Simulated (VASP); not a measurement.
# AgCl (I4/mmm) in VASP: further runs

AgCl is run at these levels: PBEsol; tasks: single point.

Everything below comes from runs of VASP 6.6.1. Logs are shortened: lines on timing, memory, paths and dates and some standing lists are left out, and cuts for length are marked.

## (1) The cell of the first run

It takes space group I4/mmm (No. 139, tetragonal). Conventional cell: a = 4.039 Å, b = 4.039 Å, c = 5.380 Å, α = 90.00°, β = 90.00°, γ = 90.00°. Ag (site symmetry 4/mmm) has 6 Cl at 2.69 to 2.86 Å within 3.5 Å. Cl (site symmetry 4/mmm) has 6 Ag at 2.69 to 2.86 Å within 3.5 Å.

## (2) Single point, PBEsol (strain +0.030 along x and y, -0.030 along z)

INCAR reads:

```
PREC     = Accurate       # precision mode
ENCUT    = 520            # plane-wave cutoff, eV
EDIFF    = 1E-6           # SCF threshold, eV
ISMEAR   = 0              # smearing method
SIGMA    = 0.05           # smearing width, eV
LREAL    = False          # projectors in reciprocal space
LASPH    = True           # aspherical terms in the spheres
NELM     = 60             # most SCF steps
ALGO     = Normal         # electronic algorithm
ISIF     = 2              # what is computed and relaxed
LWAVE    = False          # write WAVECAR
LCHARG   = False          # write CHGCAR
GGA      = PS             # functional
NBANDS   = 16             # bands
```

KPOINTS reads:

```
regular mesh
0
Gamma
  8 8 8
```

POSCAR reads:

```
AgCl
1.0
    0.0000000000      2.8563445000      2.6899555000
    2.8563445000      0.0000000000      2.6899555000
    2.8563445000      2.8563445000      0.0000000000
Ag Cl
1 1
Direct
    0.5000000000      0.5000000000      0.5000000000
    0.0000000000      0.0000000000      0.0000000000
```

Potentials or basis: VASP PAW PBE potentials, release 64 (Ag, Cl).

Started as:

```
> cat potpaw_PBE.64/Ag/POTCAR potpaw_PBE.64/Cl/POTCAR > POTCAR
> mpirun -np 1 vasp_std > vasp.out
```

OUTCAR:

```text
PREC = Accurate
   ENCUT = 520
   EDIFF = 1E-6
   ISMEAR = 0
   LREAL = False
   LASPH = True
   NELM = 60
   ISIF = 2
   GGA = PS

 ion  position               nearest neighbor table
   1  0.500  0.500  0.500-   2 2.69   2 2.69   2 2.86   2 2.86   2 2.86   2 2.86
   2  0.000  0.000  0.000-   1 2.69   1 2.69   1 2.86   1 2.86   1 2.86   1 2.86

  LATTYP: Found a body centered tetragonal cell.
 ALAT       =     4.0394811307
 C/A-ratio  =     1.3318321898

  Lattice vectors:

 A1 = (   0.0000000000,  -2.8563445000,  -2.6899555000)
 A2 = (   0.0000000000,   2.8563445000,  -2.6899555000)
 A3 = (   2.8563445000,   0.0000000000,   2.6899555000)

Analysis of symmetry for initial positions (statically):
=====================================================================
 Subroutine PRICEL returns:
 Original cell was already a primitive cell.

 Routine SETGRP: Setting up the symmetry group for a
 body centered tetragonal supercell.

 Subroutine GETGRP returns: Found 16 space group operations
 (whereof 16 operations were pure point group operations)
 out of a pool of 16 trial point group operations.

The static configuration has the point symmetry D_4h.

Analysis of symmetry for dynamics (positions and initial velocities):
=====================================================================
 Subroutine PRICEL returns:
 Original cell was already a primitive cell.

 Routine SETGRP: Setting up the symmetry group for a
 body centered tetragonal supercell.

 Subroutine GETGRP returns: Found 16 space group operations
 (whereof 16 operations were pure point group operations)
 out of a pool of 16 trial point group operations.

The dynamic configuration has the point symmetry D_4h.

 Subroutine INISYM returns: Found 16 space group operations
 (whereof 16 operations are pure point group operations),
 and found     1 'primitive' translations

----------------------------------------------------------------------------------------

                                     Primitive cell

  volume of cell :      43.8931

  direct lattice vectors                    reciprocal lattice vectors
     0.000000000  2.856344500  2.689955500    -0.175048913  0.175048913  0.185876681
     2.856344500  0.000000000  2.689955500     0.175048913 -0.175048913  0.185876681
     2.856344500  2.856344500  0.000000000     0.175048913  0.175048913 -0.185876681

[... 75 lines left out ...]
   ISTART =      0    job   : 0-new  1-cont  2-samecut
   ICHARG =      2    charge: 1-file 2-atom 10-const
   ISPIN  =      1    spin polarized calculation?
   LNONCOLLINEAR =      F non collinear calculations
   LSORBIT =      F    spin-orbit coupling
   LASPH  =      T    aspherical Exc in radial PAW
   ENCUT  =  520.0 eV  38.22 Ry    6.18 a.u.   7.30  7.30  7.51*2*pi/ulx,y,z
   NELM   =     60;   NELMIN=  2; NELMDL= -5     # of ELM steps
   EDIFF  = 0.1E-05   stopping-criterion for ELM
   LREAL  =      F    real-space projection
   EDIFFG = 0.1E-04   stopping-criterion for IOM
   NSW    =      0    number of steps for IOM
   IBRION =     -1    ionic relax: 0-MD 1-quasi-New 2-CG
   NFREE  =      0    steps in history (QN), initial steepest desc. (CG)
   ISIF   =      2    stress and relaxation
   ISYM   =      2    0-nonsym 1-usesym 2-fastsym
   POTIM  = 0.5000    time-step for ionic-motion
   TEBEG  =    0.0;   TEEND  =   0.0 temperature during run
   PSTRESS=    0.0 pullay stress
   NELECT =      18.0000    total number of electrons
   NUPDOWN=      -1.0000    fix difference up-down
   EMIN   =  10.00;   EMAX   =-10.00  energy-range for DOS
   EFERMI =   0.00;   METHOD = LEGACY
   ISMEAR =     0;   SIGMA  =   0.05  broadening in eV -4-tet -1-fermi 0-gaus
   EFERMI_NEDOS =   21; number of points for ismear=-14 and -15
   IALGO  =     38    algorithm
   IMIX   =      4    mixing-type and parameters
     AMIX     =   0.40;   BMIX     =  1.00
     AMIX_MAG =   1.60;   BMIX_MAG =  1.00
  volume/ion in A,a.u.               =      21.95       148.10
  Fermi-wavevector in a.u.,A,eV,Ry     =   1.216280  2.298436 20.127604  1.479337
  Thomas-Fermi vector in A             =   2.351639
   LORBIT       =      0    0 simple, 1 ext, 2 COOP (PROOUT), +10 PAW based schemes
   GGA     = PS    functional components
   LHFCALC =     F    Hartree Fock is set to
   AEXX    =    0.0000 exact exchange contribution
   IVDW    =     0    specifies the selected vdW correction
   LEPSILON=     F    determine dielectric tensor
   LRPA    =     F    only Hartree local field effects (RPA)
 non-spin polarized calculation
 Gauss-broadening in eV      SIGMA  =   0.05
  energy-cutoff  :      520.00
  volume of cell :       43.89
 maximum number of plane-waves:      1206
 NGX is ok and might be reduce to    30
   NGX = 15   NGY = 15   NGZ = 15

 number of electron      17.9999998 magnetization

 Free energy of the ion-electron system (eV)
  ---------------------------------------------------
  ext. energy  EPLUGINS =         0.00000000
  ---------------------------------------------------
  free energy    TOTEN  =        -6.01427912 eV

  energy without entropy =       -6.01427912  energy(sigma->0) =       -6.01427912

 E-fermi :   3.7914     XC(G=0): -10.0609

 val. band max:        3.5247495591   @ k =   0.5000  -0.0000   0.0000
 cond. band min:       4.1235181321   @ k =   0.0000   0.0000   0.0000
 fundamental gap:      0.5987685730
 Fermi energy:         3.7914242094

 k-point     1 :       0.0000    0.0000    0.0000
  band No.  band energies     occupation
      1     -11.6149      2.00000
      2       0.9350      2.00000
      3       0.9350      2.00000
      4       0.9776      2.00000
      5       1.0026      2.00000
      6       1.0284      2.00000
[... 433 lines left out ...]
      3      -0.5160      2.00000
      4      -0.2650      2.00000
      5       1.1415      2.00000
      6       1.2993      2.00000
[... 8 lines left out ...]
     15      16.7977      0.00000
     16      17.2329      0.00000

 [... further k-points ...]
[... 5 lines left out ...]
  --------------------------------------------------------------------------------------
  -------------------------------------------------------------------------------------
  Total       -1.0076844     -1.0076844     -0.8970632      0.0000000      0.0000000      0.0000000
  in kB      -36.7822967    -36.7822967    -32.7444261      0.0000000      0.0000000      0.0000000
  external PRESSURE =     -35.4363398 kB  Pullay stress =       0.0000000 kB

 VOLUME and BASIS-vectors are now :
 -----------------------------------------------------------------------------
  energy-cutoff  :      520.00
  volume of cell :       43.89
      direct lattice vectors                 reciprocal lattice vectors
     0.000000000  2.856344500  2.689955500    -0.175048913  0.175048913  0.185876681
     2.856344500  0.000000000  2.689955500     0.175048913 -0.175048913  0.185876681
     2.856344500  2.856344500  0.000000000     0.175048913  0.175048913 -0.185876681

 POSITION                                       TOTAL-FORCE (eV/Angst)
 -----------------------------------------------------------------------------------
      2.85634      2.85634      2.68996        -0.000000      0.000000     -0.000000
      0.00000      0.00000      0.00000         0.000000      0.000000      0.000000
 -----------------------------------------------------------------------------------
    total drift:                                0.000000      0.000000      0.000000

  FREE ENERGIE OF THE ION-ELECTRON SYSTEM (eV)
  ---------------------------------------------------
  free  energy   TOTEN  =        -6.0142791169 eV

  energy  without entropy=       -6.0142791169  energy(sigma->0) =       -6.01427912
```

stdout:

```text
POSCAR found type information on POSCAR AgCl
 POSCAR found :  2 types and       2 ions
 scaLAPACK will be used
 -----------------------------------------------------------------------------
|                                                                             |
|                                                                             |
|     You enforced a specific xc type in the INCAR file but a different       |
|     I HOPE YOU KNOW WHAT YOU ARE DOING!                                     |
|                                                                             |
 -----------------------------------------------------------------------------

 LDA part: xc-table for (Slater+PW92), standard interpolation
 POSCAR, INCAR and KPOINTS ok, starting setup
 FFT: planning ... GRIDC
 FFT: planning ... GRID_SOFT
 FFT: planning ... GRID
 WAVECAR not read
 entering main loop
```

Run time: 15 s. Hardware: 1 thread of Intel Xeon 6975P-C (Granite Rapids), shared host; peak memory 0.19 GiB.

Results:

| Property | Result |
| --- | --- |
| Free energy | -6.0143 eV |
| Pressure | -3.5 GPa |
| Band gap on the k mesh | 0.60 eV, indirect (least direct gap 2.92 eV) |

Caveat: the cell differs from its parent crystal (strain +0.030 along x and y, -0.030 along z); the PAW data sets were made with another functional, which shifts forces and pressure a little.

## (3) Single point, PBEsol (strain +0.030 along x and y, -0.015 along z)

INCAR reads:

```
SYSTEM = AgCl
ALGO = Normal
EDIFF = 1E-6
ENCUT = 520
GGA = PS
ISIF = 2
ISMEAR = 0
LASPH = .True.
LCHARG = .False.
LREAL = .False.
LWAVE = .False.
NBANDS = 16
NELM = 80
PREC = Accurate
SIGMA = 0.05
```

KPOINTS reads:

```
k-points
0
Gamma
  8 8 8
  0 0 0
```

POSCAR reads:

```
AgCl
1.0
    0.0000000000      2.8563445000      2.7315527500
    2.8563445000      0.0000000000      2.7315527500
    2.8563445000      2.8563445000      0.0000000000
Ag Cl
1 1
Direct
    0.5000000000      0.5000000000      0.5000000000
    0.0000000000      0.0000000000      0.0000000000
```

Potentials or basis: VASP PAW PBE potentials, release 64 (Ag, Cl).

Started as:

```
> cat potpaw_PBE.64/Ag/POTCAR potpaw_PBE.64/Cl/POTCAR > POTCAR
> mpirun -np 1 vasp_std > vasp.out
```

It took 15 s on 1 thread of Intel Xeon 6975P-C (Granite Rapids), shared host; peak memory 0.19 GiB.

Results (log left out):

| Item | Value |
| --- | --- |
| Free energy | -5.9988 eV |
| Pressure | -4.2 GPa |
| Band gap on the k mesh | 0.64 eV, indirect (least direct gap 2.87 eV) |

Stress tensor (GPa, compression positive):
```
-4.23  0.00  0.00
 0.00 -4.23  0.00
 0.00  0.00 -4.13
```

Levels at points of the mesh, in eV from the valence-band top:
| k point | band 7 | band 8 | band 9 | band 10 | band 11 | band 12 |
| --- | --- | --- | --- | --- | --- | --- |
| (0.00, 0.00, 0.00) | -2.37 | -2.23 | -2.23 | 0.64 | 10.60 | 10.60 |
| (0.50, 0.00, 0.00) | -1.79 | -0.25 | 0.00 | 4.02 | 6.11 | 7.27 |
| (0.50, 0.50, 0.00) | -1.99 | -1.99 | -1.92 | 2.18 | 7.61 | 8.48 |
| (0.50, 0.00, 0.50) | -2.00 | -1.98 | -1.93 | 2.20 | 7.89 | 8.05 |

Caveat: the cell differs from its parent crystal (strain +0.030 along x and y, -0.015 along z); the PAW data sets were made with another functional, which shifts forces and pressure a little. A k mesh can miss the band edges.

## (4) Single point, PBEsol (strain +0.015 along x and y, -0.030 along z)

INCAR reads:

```
SYSTEM = AgCl
PREC = Accurate ; ENCUT = 520
EDIFF = 1E-6 ; ISMEAR = 0
SIGMA = 0.05 ; LREAL = .FALSE.
LASPH = .TRUE. ; NELM = 60
ALGO = Normal ; ISIF = 2
LWAVE = .FALSE. ; LCHARG = .FALSE.
GGA = PS ; NBANDS = 16
```

KPOINTS reads:

```
Automatic mesh
0
G
  8 8 8
  0 0 0
```

POSCAR reads:

```
AgCl
1.0
    0.0000000000      2.8147472500      2.6899555000
    2.8147472500      0.0000000000      2.6899555000
    2.8147472500      2.8147472500      0.0000000000
Ag Cl
1 1
Direct
    0.5000000000      0.5000000000      0.5000000000
    0.0000000000      0.0000000000      0.0000000000
```

Potentials or basis: VASP PAW PBE potentials, release 64 (Ag, Cl).

Started as:

```
> cat potpaw_PBE.64/Ag/POTCAR potpaw_PBE.64/Cl/POTCAR > POTCAR
> mpirun -np 1 vasp_std > vasp.out
```

OUTCAR:

```text
SYSTEM = AgCl
   PREC = Accurate
   ENCUT = 520
   EDIFF = 1E-6
   ISMEAR = 0
   LREAL = .FALSE.
   LASPH = .TRUE.
   NELM = 60
   ISIF = 2
   GGA = PS

 ion  position               nearest neighbor table
   1  0.500  0.500  0.500-   2 2.69   2 2.69   2 2.81   2 2.81   2 2.81   2 2.81
   2  0.000  0.000  0.000-   1 2.69   1 2.69   1 2.81   1 2.81   1 2.81   1 2.81

  LATTYP: Found a body centered tetragonal cell.
 ALAT       =     3.9806537356
 C/A-ratio  =     1.3515144389

  Lattice vectors:

 A1 = (   0.0000000000,  -2.8147472500,  -2.6899555000)
 A2 = (   0.0000000000,   2.8147472500,  -2.6899555000)
[... 628 lines left out ...]
      6       1.5782      2.00000
[... 8 lines left out ...]
     15      17.2778      0.00000
     16      17.6195      0.00000

 [... further k-points ...]
[... 5 lines left out ...]
  --------------------------------------------------------------------------------------
  -------------------------------------------------------------------------------------
  Total       -0.7287512     -0.7287512     -0.5578212      0.0000000      0.0000000      0.0000000
  in kB      -27.3927703    -27.3927703    -20.9677437      0.0000000      0.0000000      0.0000000
  external PRESSURE =     -25.2510948 kB  Pullay stress =       0.0000000 kB

 VOLUME and BASIS-vectors are now :
 -----------------------------------------------------------------------------
  energy-cutoff  :      520.00
  volume of cell :       42.62
      direct lattice vectors                 reciprocal lattice vectors
     0.000000000  2.814747250  2.689955500    -0.177635843  0.177635843  0.185876681
     2.814747250  0.000000000  2.689955500     0.177635843 -0.177635843  0.185876681
     2.814747250  2.814747250  0.000000000     0.177635843  0.177635843 -0.185876681

 POSITION                                       TOTAL-FORCE (eV/Angst)
 -----------------------------------------------------------------------------------
      2.81475      2.81475      2.68996         0.000000      0.000000      0.000000
      0.00000      0.00000      0.00000         0.000000     -0.000000     -0.000000
 -----------------------------------------------------------------------------------
    total drift:                                0.000000      0.000000      0.000000

  FREE ENERGIE OF THE ION-ELECTRON SYSTEM (eV)
  ---------------------------------------------------
  free  energy   TOTEN  =        -6.0392629753 eV

  energy  without entropy=       -6.0392629753  energy(sigma->0) =       -6.03926298
```

It took 21 s on 1 thread of Intel Xeon Platinum 8488C (Sapphire Rapids), shared host; peak memory 0.19 GiB.

Results:

```yaml
Free_energy: -6.0393 eV
Pressure: -2.5 GPa
Band_gap_on_the_k_mesh: 0.61 eV, indirect (least direct gap 3.03 eV)
```

Levels at points of the mesh, in eV from the valence-band top:
| k point | band 7 | band 8 | band 9 | band 10 | band 11 | band 12 |
| --- | --- | --- | --- | --- | --- | --- |
| (0.00, 0.00, 0.00) | -2.54 | -2.42 | -2.42 | 0.61 | 10.58 | 10.58 |
| (0.50, 0.00, 0.00) | -1.92 | -0.27 | 0.00 | 3.89 | 6.34 | 7.17 |
| (0.50, 0.50, 0.00) | -2.13 | -2.13 | -2.03 | 2.09 | 7.53 | 8.62 |
| (0.50, 0.00, 0.50) | -2.13 | -2.11 | -2.04 | 2.13 | 7.83 | 8.18 |

Caveat: the cell differs from its parent crystal (strain +0.015 along x and y, -0.030 along z); the PAW data sets were made with another functional, which shifts forces and pressure a little. A k mesh can miss the band edges.

## (5) Overview

```csv
cell,gap on the mesh (eV),pressure (GPa)
"a = 3.924, b = 3.924, c = 4.039 Å, angles 59.0, 59.0, 62.0°, 2 atoms",0.60,-3.5
"a = 3.952, b = 3.952, c = 4.039 Å, angles 59.3, 59.3, 61.5°, 2 atoms",0.64,-4.2
"a = 3.893, b = 3.893, c = 3.981 Å, angles 59.3, 59.3, 61.5°, 2 atoms",0.61,-2.5
```

Alike in all rows: task single point; level PBEsol; potentials or basis VASP PAW PBE potentials, release 64 (Ag, Cl); no spin polarisation; k mesh 8 × 8 × 8; cutoff (eV) 520; smearing gaussian 0.05 eV.

Caveats: the PAW data sets were made with another functional, which shifts forces and pressure a little.

Total energies depend on the potentials used, so only differences within one code and one set of settings carry meaning.
